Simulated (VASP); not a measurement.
# H (Cmcm) in VASP: notebook

H is run at these levels: r2SCAN; tasks: single point.

Program: VASP 6.6.1. These are calculated values, not measurements. Logs are shortened: lines on timing, memory, paths and dates and some standing lists are left out, and cuts for length are marked.

## 1. The cell of the first run

Symmetry: Cmcm, No. 63, orthorhombic system. Conventional cell: a = 3.297 Å, b = 5.463 Å, c = 6.314 Å, α = 90.00°, β = 90.00°, γ = 90.00°. Within 1.0 Å of H (site symmetry m) lie 1 H at 0.74 Å.

## 2. Single point, r2SCAN

POSCAR

```
H
1.0
    1.6485318600     -2.7316882300      0.0000000000
    1.6485318600      2.7316882300      0.0000000000
    0.0000000000      0.0000000000      6.3137686200
H
4
Direct
    0.5678085000      0.4321915000      0.9995149500
    0.4321915000      0.5678085000      0.0004850500
    0.4321915000      0.5678085000      0.4995149500
    0.5678085000      0.4321915000      0.5004850500
```

INCAR.step1

```
SYSTEM = H
  ALGO = Normal
  EDIFF = 1E-4
  ENCUT = 520
  GGA = PE
  ISMEAR = 0
  LASPH = .TRUE.
  LCHARG = .FALSE.
  LREAL = .FALSE.
  LWAVE = .TRUE.
  NBANDS = 10
  NELM = 80
  PREC = Accurate
  SIGMA = 0.02
```

INCAR.step2

```
SYSTEM = H
  ALGO = Normal
  EDIFF = 1E-6
  ENCUT = 520
  ISIF = 2
  ISMEAR = 0
  ISTART = 1
  LASPH = .TRUE.
  LCHARG = .TRUE.
  LELF = .TRUE.
  LMIXTAU = .TRUE.
  LREAL = .FALSE.
  LVHAR = .TRUE.
  LWAVE = .FALSE.
  METAGGA = R2SCAN
  NBANDS = 10
  NELM = 80
  PREC = Accurate
  SIGMA = 0.02
```

KPOINTS

```
k-points
0
G
  1 1 1
  0 0 0
```

Potentials or basis: VASP PAW PBE potentials, release 64 (H).

Launch:

```bash
cat potpaw_PBE.64/H/POTCAR > POTCAR
cp INCAR.step1 INCAR
mpirun -np 1 vasp_gam > vasp.out
cp INCAR.step2 INCAR
mpirun -np 1 vasp_gam > vasp.out
```

OUTCAR:

```text
SYSTEM = H
   EDIFF = 1E-6
   ENCUT = 520
   ISIF = 2
   ISMEAR = 0
   ISTART = 1
   LASPH = .TRUE.
   LREAL = .FALSE.
   METAGGA = R2SCAN
   NELM = 80
   PREC = Accurate

 ion  position               nearest neighbor table
   1  0.568  0.432  1.000-   2 0.74
   2  0.432  0.568  0.000-   1 0.74
   3  0.432  0.568  0.500-   4 0.74
   4  0.568  0.432  0.500-   3 0.74

  LATTYP: Found a base centered orthorhombic cell.
 ALAT       =     3.2970637200
 B/A-ratio  =     1.6570430310
 C/A-ratio  =     1.9149671211

  Lattice vectors:

 A1 = (   1.6485318600,  -2.7316882300,   0.0000000000)
 A2 = (   1.6485318600,   2.7316882300,   0.0000000000)
 A3 = (   0.0000000000,   0.0000000000,   6.3137686200)

Analysis of symmetry for initial positions (statically):
=====================================================================
 Subroutine PRICEL returns:
 Original cell was already a primitive cell.

 Routine SETGRP: Setting up the symmetry group for a
 base centered orthorhombic supercell.

 Subroutine GETGRP returns: Found  8 space group operations
 (whereof  4 operations were pure point group operations)
 out of a pool of  8 trial point group operations.

The static configuration has the point symmetry C_2h.
 The point group associated with its full space group is D_2h.

Analysis of symmetry for dynamics (positions and initial velocities):
=====================================================================
 Subroutine PRICEL returns:
 Original cell was already a primitive cell.

 Routine SETGRP: Setting up the symmetry group for a
 base centered orthorhombic supercell.

 Subroutine GETGRP returns: Found  8 space group operations
 (whereof  4 operations were pure point group operations)
 out of a pool of  8 trial point group operations.

The dynamic configuration has the point symmetry C_2h.
 The point group associated with its full space group is D_2h.

 Subroutine INISYM returns: Found  8 space group operations
 (whereof  4 operations are pure point group operations),
 and found     1 'primitive' translations

----------------------------------------------------------------------------------------

                                     Primitive cell

  volume of cell :      56.8653

  direct lattice vectors                    reciprocal lattice vectors
     1.648531860 -2.731688230  0.000000000     0.303300174 -0.183036993  0.000000000
     1.648531860  2.731688230  0.000000000     0.303300174  0.183036993  0.000000000
     0.000000000  0.000000000  6.313768620     0.000000000  0.000000000  0.158384011

  length of vectors
     3.190576418  3.190576418  6.313768620     0.354250669  0.354250669  0.158384011

  position of ions in fractional coordinates (direct lattice)
     0.567808500  0.432191500  0.999514950
     0.432191500  0.567808500  0.000485050
     0.432191500  0.567808500  0.499514950
     0.567808500  0.432191500  0.500485050

  ion indices of the primitive-cell ions
   primitive index   ion index
                 1           1
                 2           2
                 3           3
                 4           4

----------------------------------------------------------------------------------------

 KPOINTS: k-points

Automatic generation of k-mesh.
 Grid dimensions read from file:
 generate k-points for:    1    1    1

 Generating k-lattice:

  Cartesian coordinates                     Fractional coordinates (reciprocal lattice)
     0.303300174 -0.183036993  0.000000000     1.000000000  0.000000000  0.000000000
     0.303300174  0.183036993  0.000000000     0.000000000  1.000000000  0.000000000
     0.000000000  0.000000000  0.158384011     0.000000000  0.000000000  1.000000000

  Length of vectors
     0.354250669  0.354250669  0.158384011

  Shift w.r.t. Gamma in fractional coordinates (k-lattice)
     0.000000000  0.000000000  0.000000000

 Subroutine IBZKPT returns following result:
 ===========================================

 Found      1 irreducible k-points:

 Following reciprocal coordinates:
            Coordinates               Weight
  0.000000  0.000000  0.000000      1.000000
   k-points           NKPTS =      1   k-points in BZ     NKDIM =      1   number of bands    NBANDS=     10
   number of dos      NEDOS =    301   number of ions     NIONS =      4
   total plane-waves  NPLWV =  27648
   dimension x,y,z NGX =    24 NGY =   24 NGZ =   48
   dimension x,y,z NGXF=    48 NGYF=   48 NGZF=   96
   ions per type =               4
   NGX,Y,Z   is equivalent  to a cutoff of  12.51, 12.51, 12.64 a.u.
   NGXF,Y,Z  is equivalent  to a cutoff of  25.01, 25.01, 25.28 a.u.
 SYSTEM =  H
   PREC   = accura    normal or accurate (medium, high low for compatibility)
   ISTART =      1    job   : 0-new  1-cont  2-samecut
   ICHARG =      0    charge: 1-file 2-atom 10-const
   ISPIN  =      1    spin polarized calculation?
   LNONCOLLINEAR =      F non collinear calculations
   LSORBIT =      F    spin-orbit coupling
   LASPH  =      T    aspherical Exc in radial PAW
   ENCUT  =  520.0 eV  38.22 Ry    6.18 a.u.   5.93  5.93 11.74*2*pi/ulx,y,z
   NELM   =     80;   NELMIN=  2; NELMDL=  0     # of ELM steps
   EDIFF  = 0.1E-05   stopping-criterion for ELM
   LREAL  =      F    real-space projection
   EDIFFG = 0.1E-04   stopping-criterion for IOM
   NSW    =      0    number of steps for IOM
   IBRION =     -1    ionic relax: 0-MD 1-quasi-New 2-CG
   NFREE  =      0    steps in history (QN), initial steepest desc. (CG)
   ISIF   =      2    stress and relaxation
   ISYM   =      2    0-nonsym 1-usesym 2-fastsym
   POTIM  = 0.5000    time-step for ionic-motion
   TEBEG  =    0.0;   TEEND  =   0.0 temperature during run
   PSTRESS=    0.0 pullay stress
   NELECT =       4.0000    total number of electrons
   NUPDOWN=      -1.0000    fix difference up-down
   EMIN   =  10.00;   EMAX   =-10.00  energy-range for DOS
   EFERMI =   0.00;   METHOD = LEGACY
   ISMEAR =     0;   SIGMA  =   0.02  broadening in eV -4-tet -1-fermi 0-gaus
   EFERMI_NEDOS =   21; number of points for ismear=-14 and -15
   IALGO  =     38    algorithm
   IMIX   =      4    mixing-type and parameters
     AMIX     =   0.40;   BMIX     =  1.00
     AMIX_MAG =   1.60;   BMIX_MAG =  1.00
  volume/ion in A,a.u.               =      14.22        95.94
  Fermi-wavevector in a.u.,A,eV,Ry     =   0.675791  1.277060  6.213693  0.456694
  Thomas-Fermi vector in A             =   1.752912
   LORBIT       =      0    0 simple, 1 ext, 2 COOP (PROOUT), +10 PAW based schemes
   METAGGA = R2SCAN    functional components
   LHFCALC =     F    Hartree Fock is set to
   AEXX    =    0.0000 exact exchange contribution
   IVDW    =     0    specifies the selected vdW correction
   LEPSILON=     F    determine dielectric tensor
   LRPA    =     F    only Hartree local field effects (RPA)
 non-spin polarized calculation
 Gauss-broadening in eV      SIGMA  =   0.02
  energy-cutoff  :      520.00
  volume of cell :       56.87
 maximum number of plane-waves:       764
 NGX is ok and might be reduce to    24
   NGX = 11   NGY = 11   NGZ = 23

 number of electron       3.9999998 magnetization

 Free energy of the ion-electron system (eV)
  ---------------------------------------------------
  ext. energy  EPLUGINS =         0.00000000
  ---------------------------------------------------
  free energy    TOTEN  =       -17.12641014 eV

  energy without entropy =      -17.12641014  energy(sigma->0) =      -17.12641014

 E-fermi : -10.9399     XC(G=0):  -5.2953

 val. band max:      -11.0835796482   @ k =   0.0000   0.0000   0.0000
 cond. band min:       0.9378735668   @ k =   0.0000   0.0000   0.0000
 fundamental gap:     12.0214532150
 Fermi energy:       -10.9399496949

 k-point     1 :       0.0000    0.0000    0.0000
  band No.  band energies     occupation
      1     -11.7311      2.00000
      2     -11.0836      2.00000
      3       0.9379      0.00000
      4       3.8120      0.00000
      5       8.1938      0.00000
      6       8.2592      0.00000
      7       9.0296      0.00000
      8      10.0828      0.00000
      9      13.3081      0.00000
     10      13.6871      0.00000

------------------------ aborting loop because EDIFF is reached ----------------------------------------

  FORCE on cell =-STRESS in cart. coord.  units (eV):
  Direction    XX          YY          ZZ          XY          YZ          ZX
  --------------------------------------------------------------------------------------
  -------------------------------------------------------------------------------------
  Total       -8.3878052     -5.6767008      0.4766541      0.0000000     -0.0000000      0.0000000
  in kB     -236.3261532   -159.9408701     13.4297133      0.0000000     -0.0000000      0.0000000
  external PRESSURE =    -127.6124367 kB  Pullay stress =       0.0000000 kB

 VOLUME and BASIS-vectors are now :
 -----------------------------------------------------------------------------
  energy-cutoff  :      520.00
  volume of cell :       56.87
      direct lattice vectors                 reciprocal lattice vectors
     1.648531860 -2.731688230  0.000000000     0.303300174 -0.183036993  0.000000000
     1.648531860  2.731688230  0.000000000     0.303300174  0.183036993  0.000000000
     0.000000000  0.000000000  6.313768620     0.000000000  0.000000000  0.158384011

 POSITION                                       TOTAL-FORCE (eV/Angst)
 -----------------------------------------------------------------------------------
      1.64853     -0.37046      6.31071         0.000000     -2.670575     -0.014226
      1.64853      0.37046      0.00306         0.000000      2.670575      0.014226
      1.64853      0.37046      3.15382         0.000000      2.670575     -0.014226
      1.64853     -0.37046      3.15995         0.000000     -2.670575      0.014226
 -----------------------------------------------------------------------------------
    total drift:                                0.000000      0.000000      0.000000

  FREE ENERGIE OF THE ION-ELECTRON SYSTEM (eV)
  ---------------------------------------------------
  free  energy   TOTEN  =       -17.1264101417 eV

  energy  without entropy=      -17.1264101417  energy(sigma->0) =      -17.12641014
```

Run time: 19 s. Hardware: 1 thread of AMD EPYC 7R13, shared host; peak memory 0.12 GiB.

Results:

```yaml
Free_energy: -17.1264 eV
Pressure: -12.8 GPa
Largest_force: 2.671 eV/Å
```

Forces in eV/Å, atoms in the order of the input:
```
H    0.000 -2.671 -0.014
H    0.000  2.671  0.014
H    0.000  2.671 -0.014
H    0.000 -2.671  0.014
```

Stress tensor (GPa, compression positive):
```
-23.63   0.00   0.00
  0.00 -15.99   0.00
  0.00   0.00   1.34
```

Levels at points of the mesh, in eV from the Fermi level:
| k point | band 1 | band 2 | band 3 | band 4 | band 5 |
| --- | --- | --- | --- | --- | --- |
| (0.00, 0.00, 0.00) | -0.79 | -0.14 | 11.88 | 14.75 | 19.13 |

Caveat: the k points lie up to 2.23 Å⁻¹ apart, too coarse for converged energies, forces and pressures; the PAW data sets were made with another functional, which shifts forces and pressure a little.

## 3. Single point, r2SCAN

POSCAR is that of step 2.

INCAR.step1

```
  PREC = Accurate
  ENCUT = 520
  ISMEAR = 0
  SIGMA = 0.02
  LREAL = F
  LASPH = T
  NELM = 100
  NBANDS = 10
  GGA = PE
  ALGO = Normal
  EDIFF = 1E-4
  LWAVE = T
  LCHARG = F
```

INCAR.step2

```
  PREC = Accurate
  ENCUT = 520
  EDIFF = 1E-7
  ISMEAR = 0
  SIGMA = 0.02
  LREAL = F
  LASPH = T
  NELM = 100
  ALGO = Normal
  ISIF = 2
  LWAVE = F
  LCHARG = F
  METAGGA = R2SCAN
  LMIXTAU = T
  NBANDS = 10
  ISTART = 1
```

KPOINTS

```
regular mesh
0
Gamma
  2 2 1
```

Potentials or basis: VASP PAW PBE potentials, release 64 (H).

Launch:

```bash
cat potpaw_PBE.64/H/POTCAR > POTCAR
cp INCAR.step1 INCAR
mpirun -np 1 vasp_std > vasp.out
cp INCAR.step2 INCAR
mpirun -np 1 vasp_std > vasp.out
```

OUTCAR:

```text
PREC = Accurate
   ENCUT = 520
   EDIFF = 1E-7
   ISMEAR = 0
   LREAL = F
   LASPH = T
   NELM = 100
   ISIF = 2
   METAGGA = R2SCAN
   ISTART = 1

 ion  position               nearest neighbor table
   1  0.568  0.432  1.000-   2 0.74
   2  0.432  0.568  0.000-   1 0.74
   3  0.432  0.568  0.500-   4 0.74
   4  0.568  0.432  0.500-   3 0.74

  LATTYP: Found a base centered orthorhombic cell.
 ALAT       =     3.2970637200
[... 215 lines left out ...]

  FORCE on cell =-STRESS in cart. coord.  units (eV):
  Direction    XX          YY          ZZ          XY          YZ          ZX
  --------------------------------------------------------------------------------------
  -------------------------------------------------------------------------------------
  Total        0.4112021      0.2690882      0.2886507      0.0000000      0.0000000      0.0000000
  in kB       11.5856053      7.5815528      8.1327256      0.0000000      0.0000000      0.0000000
  external PRESSURE =       9.0999612 kB  Pullay stress =       0.0000000 kB

 VOLUME and BASIS-vectors are now :
 -----------------------------------------------------------------------------
  energy-cutoff  :      520.00
  volume of cell :       56.87
      direct lattice vectors                 reciprocal lattice vectors
     1.648531860 -2.731688230  0.000000000     0.303300174 -0.183036993  0.000000000
     1.648531860  2.731688230  0.000000000     0.303300174  0.183036993  0.000000000
     0.000000000  0.000000000  6.313768620     0.000000000  0.000000000  0.158384011

 POSITION                                       TOTAL-FORCE (eV/Angst)
 -----------------------------------------------------------------------------------
      1.64853     -0.37046      6.31071         0.000000      0.217143      0.001095
      1.64853      0.37046      0.00306         0.000000     -0.217143     -0.001095
      1.64853      0.37046      3.15382         0.000000     -0.217143      0.001095
      1.64853     -0.37046      3.15995         0.000000      0.217143     -0.001095
 -----------------------------------------------------------------------------------
    total drift:                                0.000000      0.000000      0.000000

  FREE ENERGIE OF THE ION-ELECTRON SYSTEM (eV)
  ---------------------------------------------------
  free  energy   TOTEN  =       -13.6619361836 eV

  energy  without entropy=      -13.6619361836  energy(sigma->0) =      -13.66193618
```

OSZICAR.step1:

```text
N       E                     dE             d eps       ncg     rms          rms(c)
DAV:   1    -0.602928822440E+01   -0.60293E+01   -0.16691E+03    60   0.277E+02
DAV:   2    -0.143678171246E+02   -0.83385E+01   -0.82676E+01    78   0.469E+01
DAV:   3    -0.147002915902E+02   -0.33247E+00   -0.33236E+00    70   0.791E+00
DAV:   4    -0.147012658207E+02   -0.97423E-03   -0.97421E-03    64   0.536E-01
DAV:   5    -0.147012691055E+02   -0.32848E-05   -0.32848E-05    68   0.343E-02    0.645E+00
DAV:   6    -0.138427806336E+02    0.85849E+00   -0.37439E-01    60   0.222E+00    0.354E+00
DAV:   7    -0.134173688168E+02    0.42541E+00   -0.88663E-01    60   0.359E+00    0.417E-01
DAV:   8    -0.134302512548E+02   -0.12882E-01   -0.14107E-02    60   0.530E-01    0.290E-01
DAV:   9    -0.134272789626E+02    0.29723E-02   -0.53959E-03    62   0.277E-01    0.205E-02
DAV:  10    -0.134273033051E+02   -0.24342E-04   -0.15460E-04    60   0.681E-02
   1 F= -.13427303E+02 E0= -.13427303E+02  d E =-.295205E-18
```

Wall time 20 s (1 thread of AMD EPYC 7R13, shared host); peak memory 0.13 GiB.

What came out:

```
Free energy            : -13.6619 eV
Pressure               : 0.9 GPa
Largest force          : 0.217 eV/Å
Band gap on the k mesh : 9.09 eV
```

Forces in eV/Å, atoms in the order of the input:
```
H    0.000  0.217  0.001
H    0.000 -0.217 -0.001
H    0.000 -0.217  0.001
H    0.000  0.217 -0.001
```

Stress tensor (GPa, compression positive):
```
1.16 0.00 0.00
0.00 0.76 0.00
0.00 0.00 0.81
```

Caveat: the k points lie up to 1.11 Å⁻¹ apart, too coarse for converged energies, forces and pressures; the PAW data sets were made with another functional, which shifts forces and pressure a little. A k mesh can miss the band edges.

(Continued in part 2 of 2.)
